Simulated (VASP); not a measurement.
**RbGeN: single point with PBE**

RbGeN:

```
Rb Ge N
1.0
     4.56612    0.00000    0.00000
     0.00000    4.56612    0.00000
     0.00000    0.00000    8.03636
Rb Ge N
2 2 2
Direct
  0.50000 0.00000 0.66800
  0.00000 0.50000 0.33200
  0.00000 0.00000 0.00000
  0.50000 0.50000 0.00000
  0.50000 0.00000 0.19050
  0.00000 0.50000 0.80950
```

* Program: VASP 6.6.1
* Task: single point
* Functional: PBE
* Potentials or basis: VASP PAW PBE potentials, release 64 (Rb_sv, Ge_d, N)
* Cutoff: 520 eV
* k mesh: 4 × 4 × 2
* Occupations: gaussian, width 0.1 eV
* Spin: no spin polarisation

| Quantity | Value |
| --- | --- |
| Pressure | -6.6 GPa |
| Largest force | 1.335 eV/Å |
| Band gap on the k mesh | zero (band 28 reaches 2.16 eV, above the bottom of band 29 at 1.44 eV) |

Forces in eV/Å, atoms in the order of the input:
```
Rb   0.000  0.000 -0.018
Rb   0.000  0.000  0.018
Ge   0.000  0.000  0.000
Ge   0.000  0.000  0.000
N    0.000  0.000 -1.335
N    0.000  0.000  1.335
```

Stress tensor (GPa, compression positive):
```
-7.18  0.00  0.00
 0.00 -7.18  0.00
 0.00  0.00 -5.49
```

Levels at points of the mesh, in eV from the Fermi level:
```tsv
k point	band 24	band 25	band 26	band 27	band 28	band 29	band 30	band 31	band 32	band 33
(0.00, 0.00, 0.00)	-2.86	-1.30	-1.26	-1.19	-1.19	-0.50	1.02	1.56	1.56	1.84
(0.50, 0.00, 0.00)	-2.01	-1.94	-1.94	-1.14	-1.14	1.33	1.33	1.70	1.70	2.27
(0.50, 0.50, 0.00)	-3.02	-2.40	-2.40	0.00	0.00	0.24	0.24	2.80	2.80	2.98
(0.00, 0.00, 0.50)	-2.87	-1.68	-1.18	-1.18	-0.72	-0.70	0.82	1.62	1.62	2.03
(0.50, 0.00, 0.50)	-1.96	-1.87	-1.87	-1.28	-1.28	1.44	1.44	1.80	1.80	2.25
(0.50, 0.50, 0.50)	-3.14	-2.38	-2.38	0.02	0.02	0.63	0.63	2.29	2.29	3.49
```

Wall time 44 s on 1 thread of Intel(R) Xeon(R) Platinum 8559C (Emerald Rapids) (shared host), peak memory 0.29 GiB.

Caveat: the k points lie up to 0.39 Å⁻¹ apart; forces of over 1 eV/Å act on the atoms, so gaps and moduli don't describe the material at rest.
